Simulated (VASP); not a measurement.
# Br: single point with LDA

Br:

```
Br
1.0
     0.00000    3.18656    3.18656
     3.18656    0.00000    3.18656
     3.18656    3.18656    0.00000
Br
2
Direct
  0.87500 0.87500 0.87500
  0.12500 0.12500 0.12500
```

This cell differs from its parent crystal: volume scaled by 0.85.

| Item | Value |
| --- | --- |
| Program | VASP 6.6.1 |
| Task | single point |
| Functional | LDA |
| Potentials or basis | VASP PAW LDA potentials, release 64 (Br) |
| Cutoff | 520 eV |
| k mesh | 11 × 11 × 11 |
| Occupations | fermi-dirac, width 0.08 eV |
| Spin | no spin polarisation |

```json
{
 "Pressure": "5.3 GPa",
 "Band gap on the k mesh": "zero (band 7 reaches 1.69 eV, above the bottom of band 8 at -0.39 eV)"
}
```

Levels at points of the mesh, in eV from the Fermi level:
| k point | band 3 | band 4 | band 5 | band 6 | band 7 | band 8 | band 9 | band 10 | band 11 | band 12 |
| --- | --- | --- | --- | --- | --- | --- | --- | --- | --- | --- |
| (0.00, 0.00, 0.00) | -3.96 | -3.96 | -3.96 | -1.47 | -1.47 | -1.47 | 4.36 | 8.30 | 8.30 | 10.06 |

It took 35 s on 1 thread of Intel(R) Xeon(R) Platinum 8259CL CPU @ 2.50GHz (Skylake/Cascade Lake) (shared host), peak memory 0.19 GiB.
